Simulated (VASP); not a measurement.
# BaTiO3 (Amm2) in VASP: single point with r2SCAN

Aim: the single point of BaTiO3 with r2SCAN.

All numbers are computed with VASP 6.6.1; they aren't measurements. Logs are shortened: lines on timing, memory, paths and dates and some standing lists are left out, and cuts for length are marked.

**1. The cell of the first run**

It takes space group Amm2 (No. 38, orthorhombic). Conventional cell: a = 4.033 Å, b = 5.744 Å, c = 5.762 Å, α = 90.00°, β = 90.00°, γ = 90.00°. Ba (site symmetry mm2) has 12 O at 2.84 to 2.93 Å and 8 Ti at 3.48 to 3.55 Å within 3.7 Å. Ti (site symmetry mm2) has 6 O at 1.98 to 2.09 Å within 2.6 Å. O (site symmetry mm2) has 2 Ti at 2.02 Å within 2.7 Å. O (site symmetry m) has 2 Ti at 1.98 to 2.09 Å within 2.6 Å.

**2. Single point, r2SCAN**

POSCAR reads:

```
BaTiO3
1.0
   -8.0667012900      0.0000000000      0.0000000000
    0.0000000000     -2.8721210400      2.8809792100
    0.0000000000      2.8721210400      2.8809792100
Ba Ti O
2 2 6
Direct
    0.0000000000      0.0000000000      0.0000000000
    0.5000000000      0.0000000000      0.0000000000
    0.2500000000      0.5079000000      0.5079000000
    0.7500000000      0.5079000000      0.5079000000
    0.0000000000      0.4921000000      0.4921000000
    0.5000000000      0.4921000000      0.4921000000
    0.2500000000      0.9937100000      0.5025100000
    0.7500000000      0.9937100000      0.5025100000
    0.2500000000      0.5025100000      0.9937100000
    0.7500000000      0.5025100000      0.9937100000
```

INCAR.step1 reads:

```
SYSTEM = BaTiO3
PREC     = Accurate       ! precision mode
ENCUT    = 910            ! plane-wave cutoff, eV
ISMEAR   = -1             ! smearing method
SIGMA    = 0.1            ! smearing width, eV
LREAL    = .FALSE.        ! projectors in reciprocal space
LASPH    = .TRUE.         ! aspherical terms in the spheres
NELM     = 120            ! most SCF steps
NBANDS   = 51             ! bands
GGA      = PE             ! functional
ALGO     = Normal         ! electronic algorithm
EDIFF    = 1E-5           ! SCF threshold, eV
LWAVE    = .TRUE.         ! write WAVECAR
LCHARG   = .FALSE.        ! write CHGCAR
GGA_COMPAT= .FALSE.
```

INCAR.step2 reads:

```
SYSTEM = BaTiO3
PREC     = Accurate       ! precision mode
ENCUT    = 910            ! plane-wave cutoff, eV
EDIFF    = 1E-6           ! SCF threshold, eV
ISMEAR   = -1             ! smearing method
SIGMA    = 0.1            ! smearing width, eV
LREAL    = .FALSE.        ! projectors in reciprocal space
LASPH    = .TRUE.         ! aspherical terms in the spheres
NELM     = 120            ! most SCF steps
ALGO     = Normal         ! electronic algorithm
ISIF     = 2              ! what is computed and relaxed
LWAVE    = .FALSE.        ! write WAVECAR
LCHARG   = .FALSE.        ! write CHGCAR
METAGGA  = R2SCAN         ! meta-GGA
LMIXTAU  = .TRUE.       
NBANDS   = 51             ! bands
ISTART   = 1            
GGA_COMPAT= .FALSE.
```

KPOINTS reads:

```
regular mesh
0
G
  3 6 6
  0 0 0
```

Potentials or basis: VASP PAW PBE potentials, release 64 (Ba_sv, Ti_sv, O_h).

The run is started by

```
> cat potpaw_PBE.64/Ba_sv/POTCAR potpaw_PBE.64/Ti_sv/POTCAR potpaw_PBE.64/O_h/POTCAR > POTCAR
> cp INCAR.step1 INCAR
> mpirun -np 1 vasp_std > vasp.out
> cp INCAR.step2 INCAR
> mpirun -np 1 vasp_std > vasp.out
```

OUTCAR:

```text
SYSTEM = BaTiO3
   PREC = Accurate
   ENCUT = 910
   EDIFF = 1E-6
   ISMEAR = -1
   LREAL = .FALSE.
   LASPH = .TRUE.
   NELM = 120
   ISIF = 2
   METAGGA = R2SCAN
   ISTART = 1

 ion  position               nearest neighbor table
   1  0.000  0.000  0.000-   5 2.84   7 2.86   8 2.86   9 2.86  10 2.86  10 2.87   7 2.87   8 2.87
                             9 2.87   5 2.87   5 2.87   5 2.93   3 3.48   4 3.48   3 3.51   4 3.51
   2  0.500  0.000  0.000-   6 2.84   7 2.86   8 2.86   9 2.86  10 2.86  10 2.87   7 2.87   8 2.87
                             9 2.87   6 2.87   6 2.87   6 2.93   3 3.48   4 3.48   3 3.51   4 3.51
   3  0.250  0.508  0.508-   7 1.98   9 1.98   5 2.02   6 2.02   9 2.09   7 2.09   1 3.48   2 3.48
                             1 3.51   1 3.51   2 3.51   2 3.51   1 3.55   2 3.55
   4  0.750  0.508  0.508-   8 1.98  10 1.98   5 2.02   6 2.02  10 2.09   8 2.09   1 3.48   2 3.48
                             1 3.51   1 3.51   2 3.51   2 3.51   1 3.55   2 3.55
   5  0.000  0.492  0.492-   3 2.02   4 2.02   1 2.84   1 2.87   1 2.87   1 2.93
   6  0.500  0.492  0.492-   3 2.02   4 2.02   2 2.84   2 2.87   2 2.87   2 2.93
   7  0.250  0.994  0.503-   3 1.98   3 2.09   2 2.86   1 2.86   1 2.87   2 2.87
   8  0.750  0.994  0.503-   4 1.98   4 2.09   2 2.86   1 2.86   1 2.87   2 2.87
   9  0.250  0.503  0.994-   3 1.98   3 2.09   2 2.86   1 2.86   1 2.87   2 2.87
  10  0.750  0.503  0.994-   4 1.98   4 2.09   2 2.86   1 2.86   1 2.87   2 2.87
[... 8 lines left out ...]
 A1 = (   0.0000000000,  -2.8721210400,  -2.8809792100)
 A2 = (   0.0000000000,  -2.8721210400,   2.8809792100)
 A3 = (  -8.0667012900,   0.0000000000,   0.0000000000)

Analysis of symmetry for initial positions (statically):
=====================================================================
 Subroutine PRICEL returns following result:

  LATTYP: Found a base centered orthorhombic cell.
 ALAT       =     5.7442420800
 B/A-ratio  =     1.0030841910
 C/A-ratio  =     0.7021554086

  Lattice vectors:

 A1 = (   0.0000000000,  -2.8721210400,  -2.8809792100)
 A2 = (   0.0000000000,  -2.8721210400,   2.8809792100)
 A3 = (  -4.0333506450,   0.0000000000,   0.0000000000)

   2 primitive cells build up your supercell.

 Routine SETGRP: Setting up the symmetry group for a
 base centered orthorhombic supercell.

 Subroutine GETGRP returns: Found  4 space group operations
 (whereof  4 operations were pure point group operations)
 out of a pool of  8 trial point group operations.

The static configuration has the point symmetry C_2v.

Analysis of symmetry for dynamics (positions and initial velocities):
=====================================================================
 Subroutine PRICEL returns following result:

  LATTYP: Found a base centered orthorhombic cell.
[... 139 lines left out ...]
   EFERMI =   0.00;   METHOD = LEGACY
   ISMEAR =    -1;   SIGMA  =   0.10  broadening in eV -4-tet -1-fermi 0-gaus
   EFERMI_NEDOS =   21; number of points for ismear=-14 and -15
   IALGO  =     38    algorithm
   IMIX   =      4    mixing-type and parameters
     AMIX     =   0.40;   BMIX     =  1.00
     AMIX_MAG =   1.60;   BMIX_MAG =  1.00
  volume/ion in A,a.u.               =      13.35        90.09
  Fermi-wavevector in a.u.,A,eV,Ry     =   1.380221  2.608239 25.919225  1.905009
  Thomas-Fermi vector in A             =   2.505118
   LORBIT       =      0    0 simple, 1 ext, 2 COOP (PROOUT), +10 PAW based schemes
   METAGGA = R2SCAN    functional components
   LHFCALC =     F    Hartree Fock is set to
   AEXX    =    0.0000 exact exchange contribution
   IVDW    =     0    specifies the selected vdW correction
   LEPSILON=     F    determine dielectric tensor
   LRPA    =     F    only Hartree local field effects (RPA)
 non-spin polarized calculation
  energy-cutoff  :      910.00
  volume of cell :      133.50
 maximum number of plane-waves:      8372
 NGX is ok and might be reduce to    80
   NGX = 39   NGY = 21   NGZ = 21

 number of electron      80.0000003 magnetization

 Free energy of the ion-electron system (eV)
  ---------------------------------------------------
  ext. energy  EPLUGINS =         0.00000000
  ---------------------------------------------------
  free energy    TOTEN  =      -148.46743554 eV

  energy without entropy =     -148.46741931  energy(sigma->0) =     -148.46742742

 E-fermi :   4.6588     XC(G=0): -11.6934

 val. band max:        3.5679431416   @ k =   0.0000   0.5000   0.5000
 cond. band min:       5.6665538235   @ k =   0.0000   0.0000   0.0000
 fundamental gap:      2.0986106818
 Fermi energy:         4.6588421503

 k-point     1 :       0.0000    0.0000    0.0000
  band No.  band energies     occupation
      1     -55.4554      2.00000
      2     -55.4544      2.00000
      3     -30.6428      2.00000
      4     -30.5987      2.00000
      5     -30.5972      2.00000
      6     -30.5970      2.00000
[... 1285 lines left out ...]
     50      10.3392      0.00000
     51      11.6003      0.00000

 [... further k-points ...]

------------------------ aborting loop because EDIFF is reached ----------------------------------------

  FORCE on cell =-STRESS in cart. coord.  units (eV):
  Direction    XX          YY          ZZ          XY          YZ          ZX
  --------------------------------------------------------------------------------------
  -------------------------------------------------------------------------------------
  Total       -4.2451239     -4.7209015     -5.3065790      0.0000000      0.0000000      0.0000000
  in kB      -50.9485838    -56.6587112    -63.6878197      0.0000000      0.0000000      0.0000000
  external PRESSURE =     -57.0983716 kB  Pullay stress =       0.0000000 kB

 VOLUME and BASIS-vectors are now :
 -----------------------------------------------------------------------------
  energy-cutoff  :      910.00
  volume of cell :      133.50
      direct lattice vectors                 reciprocal lattice vectors
    -8.066701290  0.000000000  0.000000000    -0.123966410  0.000000000  0.000000000
     0.000000000 -2.872121040  2.880979210     0.000000000 -0.174087371  0.173552103
     0.000000000  2.872121040  2.880979210     0.000000000  0.174087371  0.173552103

 POSITION                                       TOTAL-FORCE (eV/Angst)
 -----------------------------------------------------------------------------------
      0.00000      0.00000      0.00000         0.000000      0.000000      0.087434
     -4.03335      0.00000      0.00000         0.000000      0.000000      0.087434
     -2.01668      0.00000      2.92650        -0.000000      0.000000      0.303242
     -6.05003      0.00000      2.92650         0.000000      0.000000      0.303242
      0.00000      0.00000      2.83546         0.000000      0.000000      0.136080
     -4.03335      0.00000      2.83546         0.000000      0.000000      0.136080
     -2.01668     -1.41079      4.31058        -0.000000      0.097483     -0.263378
     -6.05003     -1.41079      4.31058         0.000000      0.097483     -0.263378
     -2.01668      1.41079      4.31058         0.000000     -0.097483     -0.263378
     -6.05003      1.41079      4.31058         0.000000     -0.097483     -0.263378
 -----------------------------------------------------------------------------------
    total drift:                               -0.000000      0.000004      0.015016

  FREE ENERGIE OF THE ION-ELECTRON SYSTEM (eV)
  ---------------------------------------------------
  free  energy   TOTEN  =      -148.4674355374 eV

  energy  without entropy=     -148.4674193091  energy(sigma->0) =     -148.46742742
```

OSZICAR.step1:

```text
N       E                     dE             d eps       ncg     rms          rms(c)
DAV:   1     0.133128972759E+04    0.13313E+04   -0.54633E+04  2652   0.255E+03
DAV:   2     0.199132450121E+03   -0.11322E+04   -0.10673E+04  2796   0.619E+02
DAV:   3    -0.766474096891E+02   -0.27578E+03   -0.25714E+03  3912   0.238E+02
DAV:   4    -0.100855616179E+03   -0.24208E+02   -0.23990E+02  3796   0.704E+01
DAV:   5    -0.102141990189E+03   -0.12864E+01   -0.12839E+01  4040   0.157E+01    0.318E+01
DAV:   6    -0.797753391436E+02    0.22367E+02   -0.11773E+02  4208   0.705E+01    0.139E+01
DAV:   7    -0.804320736550E+02   -0.65673E+00   -0.25046E+01  3808   0.269E+01    0.895E+00
DAV:   8    -0.800014845612E+02    0.43059E+00   -0.19523E+00  3882   0.924E+00    0.452E+00
DAV:   9    -0.800317761877E+02   -0.30292E-01   -0.63272E-01  4067   0.506E+00    0.185E+00
DAV:  10    -0.800240395714E+02    0.77366E-02   -0.19781E-01  3677   0.387E+00    0.768E-01
DAV:  11    -0.800182052357E+02    0.58343E-02   -0.37222E-02  3898   0.950E-01    0.324E-01
DAV:  12    -0.800183135371E+02   -0.10830E-03   -0.80172E-03  3808   0.869E-01    0.240E-01
DAV:  13    -0.800174610550E+02    0.85248E-03   -0.12732E-03  3303   0.374E-01    0.541E-02
DAV:  14    -0.800174219338E+02    0.39121E-04   -0.18307E-04  4014   0.869E-02    0.128E-02
DAV:  15    -0.800174263689E+02   -0.44351E-05   -0.30367E-05  2589   0.316E-02
   1 F= -.80017426E+02 E0= -.80017382E+02  d E =-.888839E-04
```

Wall time 14 min (1 thread of AMD EPYC 9R45 (Zen 5), shared host); peak memory 0.57 GiB.

Results:

- Free energy: -148.4674 eV
- Pressure: -5.7 GPa
- Largest force: 0.303 eV/Å
- Band gap on the k mesh: 2.10 eV

Forces in eV/Å, atoms in the order of the input:
```
Ba   0.000  0.000  0.087
Ba   0.000  0.000  0.087
Ti   0.000  0.000  0.303
Ti   0.000  0.000  0.303
O    0.000  0.000  0.136
O    0.000  0.000  0.136
O    0.000  0.097 -0.263
O    0.000  0.097 -0.263
O    0.000 -0.097 -0.263
O    0.000 -0.097 -0.263
```

Stress tensor (GPa, compression positive):
```
-5.09  0.00  0.00
 0.00 -5.67  0.00
 0.00  0.00 -6.37
```

Levels at points of the mesh, in eV from the valence-band top:
```csv
k point,band 37,band 38,band 39,band 40,band 41,band 42,band 43,band 44
"(0.00, 0.00, 0.00)",-0.77,-0.27,-0.24,-0.22,2.10,2.12,2.19,2.25
"(0.00, 0.50, 0.00)",-0.90,-0.79,-0.75,-0.08,2.27,3.66,3.67,3.67
"(0.00, 0.50, 0.50)",-0.12,-0.03,0.00,0.00,3.66,3.69,4.08,4.29
```

Caveat: the cell stands under tension; the PAW data sets were made with another functional, which shifts forces and pressure a little; spin-orbit coupling is left out, which moves the levels of the heavy elements.
